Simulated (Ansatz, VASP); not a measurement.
# Two plane-wave programs on BP

```
B P
1.0
     0.00000   -2.26827   -2.26827
     0.00000    2.26827   -2.26827
     4.53653    0.00000    0.00000
B P
2 2
Direct
  0.50000 0.50000 0.50000
  0.00000 0.00000 0.00000
  0.00000 0.50000 0.25000
  0.50000 0.00000 0.75000
```

Alike in both runs: task single point; functional r2SCAN; k mesh 8 × 8 × 6; occupations gaussian, width 0.05 eV; no spin polarisation.

|  | VASP | Ansatz |
| --- | --- | --- |
| version | VASP 6.6.1 | Ansatz 0.2.0 |
| potentials or method | VASP PAW PBE potentials, release 64 (B, P), cutoff 550 eV | scalar-relativistic, plane waves, PAW |
| valence electrons in the cell | 16 | 16 |

|  | VASP | Ansatz | Ansatz less VASP |
| --- | --- | --- | --- |
| gap on the k mesh at the Fermi level (eV) | 1.44 | 1.41 | -0.031 |
| least direct gap on the mesh (eV) | 1.54 | 1.50 | -0.038 |
| pressure (GPa) | -0.5 | 0.0 | +0.51 |

VASP's potentials were made for PBE, not for r2SCAN.
